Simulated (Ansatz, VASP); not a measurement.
## CsRe2 in VASP and in Ansatz

```xyz
3
Lattice="0.0000 3.1156 3.1156 3.1156 0.0000 3.1156 3.1156 3.1156 0.0000" Properties=species:S:1:pos:R:3 pbc="T T T"
Cs    0.0000    0.0000    0.0000
Re    1.5578    1.5578    1.5578
Re    4.6734    4.6734    4.6734
```

Alike in both runs: functional PBE; k mesh 14 × 14 × 14; occupations gaussian, width 0.1 eV; no spin polarisation.

Ansatz relaxed the structure, and its values are those at the end. VASP's run is a single point on that final structure, the one shown.

|  | VASP | Ansatz |
| --- | --- | --- |
| version | VASP 6.6.1 | Ansatz 0.2.0 |
| potentials or method | VASP PAW PBE potentials, release 64 (Cs_sv, Re_sv_GW), cutoff 560 eV | scalar-relativistic, plane waves, PAW |
| valence electrons in the cell | 39 | 39 |

VASP gave:

* gap on the k mesh at the Fermi level (eV): none
* pressure (GPa): 4.5

**Question.** Estimate Ansatz's values.

**Answer.** gap on the k mesh at the Fermi level (eV): none; pressure (GPa): 0.0.

A gap of «none» marks a metal or a gap that the smearing closes. One of these differences is far larger than is usual between the two programs; its cause wasn't traced.

Spin-orbit coupling is off throughout.
